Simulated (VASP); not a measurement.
Crystal: PbSe (Clausthalite).

```xyz
2
Lattice="0.0000 3.0809 3.0809 3.0809 0.0000 3.0809 3.0809 3.0809 0.0000" Properties=species:S:1:pos:R:3 pbc="T T T"
Pb    0.0000    0.0000    0.0000
Se    3.0809    3.0809    3.0809
```

Base run:

| Item | Value |
| --- | --- |
| Program | VASP 6.6.1 |
| Functional | revPBE |
| Dispersion | D3(BJ) |
| Potentials or basis | VASP PAW PBE potentials, release 64 (Pb_d, Se) |
| Cutoff | 520 eV |
| k mesh | 8 × 8 × 8 |
| Occupations | fermi-dirac, width 0.05 eV |
| Spin | no spin polarisation |

Its results: band gap on the k mesh 0.42 eV, direct; pressure -1.2 GPa.

Problem. The run is repeated on the same cell with these changes: dispersion from D3(BJ) to D4. What comes out?

Solution. Band gap on the k mesh 0.42 eV, direct; pressure -0.6 GPa.

Caveats: the PAW data sets were made with another functional, which shifts forces and pressure a little; spin-orbit coupling is left out, which moves the levels of the heavy elements.

A k mesh can miss the band edges.
